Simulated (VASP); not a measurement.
# ScB4 (P6/mmm) in VASP: further runs

ScB4 is run at these levels: PBE; tasks: single point, relaxation of cell and atoms.

Program: VASP 6.6.1. These are calculated values, not measurements. Logs are shortened: lines on timing, memory, paths and dates and some standing lists are left out, and cuts for length are marked.

## 1. The cell of the first run

The structure is hexagonal, space group P6/mmm (No. 191). Conventional cell: a = 6.068 Å, b = 6.068 Å, c = 4.218 Å, α = 90.00°, β = 90.00°, γ = 120.00°. Within 3.1 Å of Sc (site symmetry -6m2) lie 6 B at 2.32 Å. B (site symmetry mm2) has 3 B at 1.56 to 1.68 Å within 2.1 Å. B (site symmetry 6mm) has 1 B at 1.72 Å within 2.3 Å.

The cell was generated, and may not be a known phase.

## 2. Single point, PBE

Input file INCAR:

```
SYSTEM = ScB4
PREC = Accurate
ENCUT = 520
EDIFF = 1E-6
ISMEAR = 0
SIGMA = 0.1
LREAL = .False.
LASPH = .True.
NELM = 60
ALGO = Fast
ISIF = 2
LWAVE = .False.
LCHARG = .False.
GGA = PE
NBANDS = 34
```

Input file KPOINTS:

```
Automatic mesh
0
Gamma
  6 6 10
  0 0 0
```

Input file POSCAR:

```
ScB4
1.0
    6.0681092453      0.0000000000      0.0000000000
   -3.0340546227      5.2551367594      0.0000000000
    0.0000000000      0.0000000000      4.2184351577
Sc B
2 8
Direct
    0.3333333333      0.6666666667      0.0000000000
    0.6666666667      0.3333333333      0.0000000000
    0.4256018282      0.8512036563      0.5000000000
    0.1487963437      0.5743981718      0.5000000000
    0.4256018282      0.5743981718      0.5000000000
    0.5743981718      0.1487963437      0.5000000000
    0.8512036563      0.4256018282      0.5000000000
    0.5743981718      0.4256018282      0.5000000000
    0.0000000000      0.0000000000      0.2041083750
    0.0000000000      0.0000000000      0.7958916250
```

Potentials or basis: VASP PAW PBE potentials, release 64 (Sc_sv, B).

Started as:

```
$ cat potpaw_PBE.64/Sc_sv/POTCAR potpaw_PBE.64/B/POTCAR > POTCAR
$ mpirun -np 1 vasp_std > vasp.out
```

OUTCAR:

```text
SYSTEM = ScB4
   PREC = Accurate
   ENCUT = 520
   EDIFF = 1E-6
   ISMEAR = 0
   LREAL = .False.
   LASPH = .True.
   NELM = 60
   ISIF = 2
   GGA = PE

 ion  position               nearest neighbor table
   1  0.333  0.667  0.000-   4 2.32   4 2.32   3 2.32   3 2.32   5 2.32   5 2.32
   2  0.667  0.333  0.000-   7 2.32   7 2.32   6 2.32   6 2.32   8 2.32   8 2.32
   3  0.426  0.851  0.500-   6 1.56   4 1.68   5 1.68   1 2.32   1 2.32
   4  0.149  0.574  0.500-   7 1.56   5 1.68   3 1.68   1 2.32   1 2.32
   5  0.426  0.574  0.500-   8 1.56   4 1.68   3 1.68   1 2.32   1 2.32
   6  0.574  0.149  0.500-   3 1.56   7 1.68   8 1.68   2 2.32   2 2.32
   7  0.851  0.426  0.500-   4 1.56   8 1.68   6 1.68   2 2.32   2 2.32
   8  0.574  0.426  0.500-   5 1.56   7 1.68   6 1.68   2 2.32   2 2.32
   9  0.000  0.000  0.204-  10 1.72
  10  0.000  0.000  0.796-   9 1.72

  LATTYP: Found a hexagonal cell.
 ALAT       =     6.0681092453
 C/A-ratio  =     0.6951811490

  Lattice vectors:

 A1 = (   6.0681092453,   0.0000000000,   0.0000000000)
 A2 = (  -3.0340546227,   5.2551367594,   0.0000000000)
 A3 = (   0.0000000000,   0.0000000000,   4.2184351577)

Analysis of symmetry for initial positions (statically):
=====================================================================
 Subroutine PRICEL returns:
 Original cell was already a primitive cell.

 Routine SETGRP: Setting up the symmetry group for a
 hexagonal supercell.

 Subroutine GETGRP returns: Found 24 space group operations
 (whereof 24 operations were pure point group operations)
 out of a pool of 24 trial point group operations.

The static configuration has the point symmetry D_6h.

Analysis of symmetry for dynamics (positions and initial velocities):
=====================================================================
 Subroutine PRICEL returns:
 Original cell was already a primitive cell.

 Routine SETGRP: Setting up the symmetry group for a
 hexagonal supercell.

 Subroutine GETGRP returns: Found 24 space group operations
 (whereof 24 operations were pure point group operations)
 out of a pool of 24 trial point group operations.

The dynamic configuration has the point symmetry D_6h.

 Subroutine INISYM returns: Found 24 space group operations
[... 113 lines left out ...]
   EDIFF  = 0.1E-05   stopping-criterion for ELM
   LREAL  =      F    real-space projection
   EDIFFG = 0.1E-04   stopping-criterion for IOM
   NSW    =      0    number of steps for IOM
   IBRION =     -1    ionic relax: 0-MD 1-quasi-New 2-CG
   NFREE  =      0    steps in history (QN), initial steepest desc. (CG)
   ISIF   =      2    stress and relaxation
   ISYM   =      2    0-nonsym 1-usesym 2-fastsym
   POTIM  = 0.5000    time-step for ionic-motion
   TEBEG  =    0.0;   TEEND  =   0.0 temperature during run
   PSTRESS=    0.0 pullay stress
   NELECT =      46.0000    total number of electrons
   NUPDOWN=      -1.0000    fix difference up-down
   EMIN   =  10.00;   EMAX   =-10.00  energy-range for DOS
   EFERMI =   0.00;   METHOD = LEGACY
   ISMEAR =     0;   SIGMA  =   0.10  broadening in eV -4-tet -1-fermi 0-gaus
   EFERMI_NEDOS =   21; number of points for ismear=-14 and -15
   IALGO  =     68    algorithm
   IMIX   =      4    mixing-type and parameters
     AMIX     =   0.40;   BMIX     =  1.00
     AMIX_MAG =   1.60;   BMIX_MAG =  1.00
  volume/ion in A,a.u.               =      13.45        90.78
  Fermi-wavevector in a.u.,A,eV,Ry     =   1.144804  2.163366 17.831475  1.310576
  Thomas-Fermi vector in A             =   2.281495
   LORBIT       =      0    0 simple, 1 ext, 2 COOP (PROOUT), +10 PAW based schemes
   GGA     = PE    functional components
   LHFCALC =     F    Hartree Fock is set to
   AEXX    =    0.0000 exact exchange contribution
   IVDW    =     0    specifies the selected vdW correction
   LEPSILON=     F    determine dielectric tensor
   LRPA    =     F    only Hartree local field effects (RPA)
 non-spin polarized calculation
 RMM-DIIS sequential band-by-band and
 Gauss-broadening in eV      SIGMA  =   0.10
  energy-cutoff  :      520.00
  volume of cell :      134.52
 maximum number of plane-waves:      3664
 NGX is ok and might be reduce to    48
   NGX = 23   NGY = 23   NGZ = 15

 number of electron      45.9999995 magnetization

 Free energy of the ion-electron system (eV)
  ---------------------------------------------------
  ext. energy  EPLUGINS =         0.00000000
  ---------------------------------------------------
  free energy    TOTEN  =       -57.24490305 eV

  energy without entropy =      -57.23196695  energy(sigma->0) =      -57.23843500

 E-fermi :   2.6362     XC(G=0):  -9.7976

 val. band max:        2.6146408403   @ k =   0.1667   0.1667   0.4000
 cond. band min:       2.6361847474   @ k =   0.5000   0.0000   0.5000
 fundamental gap:      0.0215439071
 Fermi energy:         2.6361696057

 k-point     1 :       0.0000    0.0000    0.0000
  band No.  band energies     occupation
      1     -46.5531      2.00000
      2     -46.5409      2.00000
      3     -25.3116      2.00000
      4     -25.3116      2.00000
      5     -25.2396      2.00000
      6     -25.2396      2.00000
[... 877 lines left out ...]
     33       6.3071      0.00000
     34       8.4703      0.00000

 [... further k-points ...]
[... 5 lines left out ...]
  --------------------------------------------------------------------------------------
  -------------------------------------------------------------------------------------
  Total        0.0144899      0.0144899      0.3123294     -0.0000000      0.0000000      0.0000000
  in kB        0.1725789      0.1725789      3.7199293     -0.0000000      0.0000000      0.0000000
  external PRESSURE =       1.3550290 kB  Pullay stress =       0.0000000 kB

 VOLUME and BASIS-vectors are now :
 -----------------------------------------------------------------------------
  energy-cutoff  :      520.00
  volume of cell :      134.52
      direct lattice vectors                 reciprocal lattice vectors
     6.068109245  0.000000000  0.000000000     0.164795978  0.095145002  0.000000000
    -3.034054623  5.255136759  0.000000000     0.000000000  0.190290005  0.000000000
     0.000000000  0.000000000  4.218435158     0.000000000  0.000000000  0.237054728

 POSITION                                       TOTAL-FORCE (eV/Angst)
 -----------------------------------------------------------------------------------
     -0.00000      3.50342      0.00000         0.000000      0.000000      0.000000
      3.03405      1.75171      0.00000        -0.000000     -0.000000      0.000000
      0.00000      4.47319      2.10922        -0.000000      0.024290      0.000000
     -0.83984      3.01854      2.10922        -0.021036     -0.012145     -0.000000
      0.83984      3.01854      2.10922         0.021036     -0.012145     -0.000000
      3.03405      0.78195      2.10922         0.000000     -0.024290      0.000000
      3.87390      2.23660      2.10922         0.021036      0.012145      0.000000
      2.19421      2.23660      2.10922        -0.021036      0.012145      0.000000
      0.00000      0.00000      0.86102        -0.000000     -0.000000      0.004400
      0.00000      0.00000      3.35742        -0.000000      0.000000     -0.004400
 -----------------------------------------------------------------------------------
    total drift:                               -0.000000      0.000000      0.000000

  FREE ENERGIE OF THE ION-ELECTRON SYSTEM (eV)
  ---------------------------------------------------
  free  energy   TOTEN  =       -57.2449030453 eV

  energy  without entropy=      -57.2319669467  energy(sigma->0) =      -57.23843500
```

stdout:

```text
POSCAR found type information on POSCAR ScB
 POSCAR found :  2 types and      10 ions
 scaLAPACK will be used
 LDA part: xc-table for (Slater+PW92), standard interpolation
 POSCAR, INCAR and KPOINTS ok, starting setup
 FFT: planning ... GRIDC
 FFT: planning ... GRID_SOFT
 FFT: planning ... GRID
 WAVECAR not read
 entering main loop
```

Wall time 7.1 min (1 thread of Oxide Virtual Turin-like, shared host); peak memory 0.31 GiB.

Results:

| Quantity | Value |
| --- | --- |
| Free energy | -57.2449 eV |
| Pressure | 0.1 GPa |
| Largest force | 0.024 eV/Å |
| Band gap on the k mesh | zero (bands 23 and 24 overlap by 1.05 eV) |

Forces on the atoms (eV/Å):
```
Sc   0.000  0.000  0.000
Sc   0.000  0.000  0.000
B    0.000  0.024  0.000
B   -0.021 -0.012  0.000
B    0.021 -0.012  0.000
B    0.000 -0.024  0.000
B    0.021  0.012  0.000
B   -0.021  0.012  0.000
B    0.000  0.000  0.004
B    0.000  0.000 -0.004
```

Stress tensor (GPa, compression positive):
```
0.02 0.00 0.00
0.00 0.02 0.00
0.00 0.00 0.37
```

Levels at points of the mesh, in eV from the Fermi level:
```csv
k point,band 20,band 21,band 22,band 23,band 24,band 25,band 26,band 27
"(0.00, 0.00, 0.00)",-1.36,0.35,0.35,0.47,0.77,0.84,0.84,1.03
"(0.50, 0.00, 0.00)",-1.46,-0.87,-0.62,0.05,0.34,0.75,1.09,1.12
"(0.00, 0.00, 0.50)",-0.89,-0.89,-0.65,-0.65,0.66,0.66,0.78,2.69
"(0.50, 0.00, 0.50)",-1.43,-1.31,-0.71,-0.49,0.00,0.26,1.88,1.91
```

## 3. Single point, PBE, collinear spin

Input file INCAR:

```
SYSTEM = ScB4
ALGO = Normal ; EDIFF = 1E-6
ENCUT = 520 ; GGA = PE
ISIF = 2 ; ISMEAR = 0
ISPIN = 2 ; LASPH = .True.
LCHARG = .True. ; LELF = .True.
LMAXMIX = 4 ; LORBIT = 11
LREAL = .False. ; LVHAR = .True.
LWAVE = .False. ; MAGMOM = 1 1 0 0 0 0 0 0 0 0
NBANDS = 38 ; NELM = 150
PREC = Accurate ; SIGMA = 0.1
```

Input file KPOINTS:

```
k-points
0
Gamma
  3 3 4
  0 0 0
```

Input file POSCAR:

```
ScB4
1.0
    6.0663799675      0.0000000000      0.0000000000
   -3.0331899838      5.2536391609      0.0000000000
    0.0000000000      0.0000000000      4.2129580709
Sc B
2 8
Direct
    0.3333333333      0.6666666667      0.0000000000
    0.6666666667      0.3333333333      0.0000000000
    0.4255992635      0.8511985270      0.5000000000
    0.1488014730      0.5744007365      0.5000000000
    0.4255992635      0.5744007365      0.5000000000
    0.5744007365      0.1488014730      0.5000000000
    0.8511985270      0.4255992635      0.5000000000
    0.5744007365      0.4255992635      0.5000000000
    0.0000000000      0.0000000000      0.2048302800
    0.0000000000      0.0000000000      0.7951697200
```

Potentials or basis: VASP PAW PBE potentials, release 64 (Sc_sv, B).

Started as:

```
$ cat potpaw_PBE.64/Sc_sv/POTCAR potpaw_PBE.64/B/POTCAR > POTCAR
$ mpirun -np 1 vasp_std > vasp.out
```

Wall time 3.2 min (1 thread of Oxide Virtual Turin-like, shared host); peak memory 0.31 GiB.

The run converged. Its results:

```yaml
Free_energy: -57.2736 eV
Pressure: 0.2 GPa
Largest_force: 0.071 eV/Å
Band_gap_on_the_k_mesh: zero (filled and empty bands overlap)
Net_moment: 0.00 μB per cell
Valence_electrons_inside_the_program's_atomic_spheres: Sc 9.57; B 2.05, 1.45 (each value once)
```

Forces on the atoms (eV/Å):
```
Sc   0.000  0.000  0.000
Sc   0.000  0.000  0.000
B    0.000  0.071  0.000
B   -0.062 -0.036  0.000
B    0.062 -0.036  0.000
B    0.000 -0.071  0.000
B    0.062  0.036  0.000
B   -0.062  0.036  0.000
B    0.000  0.000  0.002
B    0.000  0.000 -0.002
```

Stress tensor (GPa, compression positive):
```
0.02 0.00 0.00
0.00 0.02 0.00
0.00 0.00 0.41
```

Levels at points of the mesh, in eV from the Fermi level:
Spin up:
```tsv
k point	band 19	band 20	band 21	band 22	band 23	band 24	band 25	band 26	band 27	band 28
(0.00, 0.00, 0.00)	-1.24	-1.24	0.49	0.49	0.61	0.92	0.96	0.96	1.13	1.13
(0.00, 0.00, 0.50)	-2.28	-0.78	-0.78	-0.52	-0.52	0.79	0.79	0.90	2.80	2.80
```
Spin down:
```tsv
k point	band 19	band 20	band 21	band 22	band 23	band 24	band 25	band 26	band 27	band 28
(0.00, 0.00, 0.00)	-1.24	-1.24	0.49	0.49	0.61	0.93	0.96	0.96	1.13	1.13
(0.00, 0.00, 0.50)	-2.28	-0.78	-0.78	-0.52	-0.52	0.79	0.79	0.90	2.80	2.80
```

Caveat: the k points lie up to 0.40 Å⁻¹ apart, too coarse for converged energies and pressures of a metal.

(Continued in part 2 of 2.)

The gap in the log of VASP goes by the Fermi energy; the results here count the filled bands.